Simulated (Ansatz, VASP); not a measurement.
Two plane-wave programs on HfB2

```xyz
3
Lattice="0.0000 2.7161 2.7161 2.7161 0.0000 2.7161 2.7161 2.7161 0.0000" Properties=species:S:1:pos:R:3 pbc="T T T"
Hf    0.0000    0.0000    0.0000
B     1.3580    1.3580    1.3580
B     4.0741    4.0741    4.0741
```

Alike in both runs: task single point; functional PBE-based screened hybrid with a share of 0.15 of exact exchange and HFSCREEN = 0.2; k mesh 5 × 5 × 5; occupations fermi-dirac, width 0.05 eV; no spin polarisation.

```csv
,VASP,Ansatz
version,VASP 6.6.1,Ansatz 0.2.0
potentials or method,"VASP PAW PBE potentials, release 64 (Hf_pv, B)",Ansatz PAW
plane-wave cutoff (eV),520,420
valence electrons in the cell,16,32
```

|  | VASP | Ansatz | Ansatz less VASP |
| --- | --- | --- | --- |
| gap on the k mesh at the Fermi level (eV) | none | none | - |
| pressure (GPa) | -1.8 | -1.3 | +0.54 |

VASP's potentials were made for PBE, not for PBE-based screened hybrid. A gap of «none» marks a metal or a gap that the smearing closes. The functional is the same, so the differences come from potentials, cutoffs and numerics. VASP's potentials hold 16 valence electrons a cell and Ansatz's 32, so a difference there can come from the potentials and not from the codes.

The k mesh is coarse, so the values compare programs but aren't converged. Neither program's run includes spin-orbit coupling.
